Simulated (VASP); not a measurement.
Write the native input for VASP 6.6.1 that does the following.

```
Task                   : single point
Functional             : PBE
Potentials or basis    : VASP PAW PBE potentials, release 64 (Na_pv, S)
Cutoff                 : 500 eV
k mesh                 : 4 × 4 × 4
Occupations            : gaussian, width 0.01 eV
Spin                   : no spin polarisation
Dipole correction      : no
Further INCAR settings : ALGO = Normal; EDIFF = 1e-06; NBANDS = 17
```

The structure of Na2S lies in POSCAR:

```
Na2S
1.0
    0.0000000000      3.2554374590      3.2554374590
    3.2554374590      0.0000000000      3.2554374590
    3.2554374590      3.2554374590      0.0000000000
Na S
2 1
Direct
    0.2500000000      0.2500000000      0.2500000000
    0.7500000000      0.7500000000      0.7500000000
    0.0000000000      0.0000000000      0.0000000000
```

These files were run (other wordings do the same):

INCAR

```
PREC = Accurate ; ENCUT = 500
EDIFF = 1E-6 ; ISMEAR = 0
SIGMA = 0.01 ; LREAL = F
LASPH = T ; NELM = 120
ALGO = Normal ; ISIF = 2
LWAVE = F ; LCHARG = F
GGA = PE ; NBANDS = 17
GGA_COMPAT = F
```

KPOINTS

```
Automatic mesh
0
Gamma
  4 4 4
```

Potentials or basis: VASP PAW PBE potentials, release 64 (Na_pv, S).

Command:

```bash
$ cat potpaw_PBE.64/Na_pv/POTCAR potpaw_PBE.64/S/POTCAR > POTCAR
$ mpirun -np 1 vasp_std > vasp.out
```

Results of the run:

```json
{
  "Pressure": "0.9 GPa",
  "Band gap on the k mesh": "2.53 eV"
}
```

Wall time 22 s on 1 thread of Intel Xeon 8259CL, with other jobs on the host, peak memory 0.19 GiB.
